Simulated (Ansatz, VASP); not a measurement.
BaO in VASP and in Ansatz

```
Ba O
1.0
     0.00000    2.78619    2.78619
     2.78619    0.00000    2.78619
     2.78619    2.78619    0.00000
Ba O
1 1
Cartesian
  0.0000 0.0000 0.0000
  2.7862 2.7862 2.7862
```

Change from the starting cell: volume scaled by 1.04.

Alike in both runs: task single point; functional PBE; k mesh 8 × 8 × 8; occupations fermi-dirac, width 0.02 eV; no spin polarisation.

|  | VASP | Ansatz |
| --- | --- | --- |
| version | VASP 6.6.1 | Ansatz 0.2.0 |
| potentials or method | VASP PAW PBE potentials, release 64 (Ba_sv, O), cutoff 600 eV | all-electron LAPW, scalar-relativistic |

VASP gave:

* gap on the k mesh at the Fermi level (eV): 2.04
* pressure (GPa): 1.6

**Question.** Which values does Ansatz return?

**Answer.** gap on the k mesh at the Fermi level (eV): 2.10; pressure (GPa): 0.1.

Ansatz ran all-electron here, and VASP with PAW potentials.

Neither program's run includes spin-orbit coupling.
